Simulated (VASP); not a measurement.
A run of VASP 6.6.1 is set up as follows.

File INCAR:

```
SYSTEM = AlBSb2
  PREC = Accurate
  ENCUT = 520
  EDIFF = 1E-6
  ISMEAR = 0
  SIGMA = 0.01
  LREAL = .FALSE.
  LASPH = .TRUE.
  NELM = 60
  ALGO = Normal
  ISIF = 2
  LWAVE = .FALSE.
  LCHARG = .TRUE.
  GGA = PE
  LELF = .TRUE.
  LVHAR = .TRUE.
  NBANDS = 26
```

File KPOINTS:

```
regular mesh
0
G
  6 6 6
  0 0 0
```

Contents of POSCAR:

```
AlBSb2
1.0
   -2.8489946556      2.8489946556      5.4859987486
    2.8489946556     -2.8489946556      5.4859987486
    2.8489946556      2.8489946556     -5.4859987486
B Sb Al
2 4 2
Direct
    0.0000000000      0.0000000000      0.0000000000
    0.7500000000      0.2500000000      0.5000000000
    0.3750000000      0.3228987427      0.4478987427
    0.0728987427      0.6250000000     -0.0521012573
    0.8750000000      0.9271012573      0.5521012573
    0.6771012573      0.1250000000      0.0521012573
    0.5000000000      0.5000000000      0.0000000000
    0.2500000000      0.7500000000      0.5000000000
```

Potentials or basis: VASP PAW PBE potentials, release 64 (B, Sb, Al).

Run with:

```console
$ cat potpaw_PBE.64/B/POTCAR potpaw_PBE.64/Sb/POTCAR potpaw_PBE.64/Al/POTCAR > POTCAR
$ mpirun -np 1 vasp_std > vasp.out
```

**Question.** What does it give for the band gap on the k mesh?

**Answer.** 0.56 eV, indirect (least direct gap 0.66 eV).

**Question.** What does it give for the largest force?

**Answer.** 0.020 eV/Å.

Forces on the atoms (eV/Å):
```
B    0.000  0.000  0.000
B    0.000  0.000  0.000
Sb  -0.020  0.000  0.000
Sb   0.000 -0.020  0.000
Sb   0.020  0.000  0.000
Sb   0.000  0.020  0.000
Al   0.000  0.000  0.000
Al   0.000  0.000  0.000
```

Caveat: spin-orbit coupling is left out, which moves the levels of the heavy elements. A k mesh can miss the band edges.
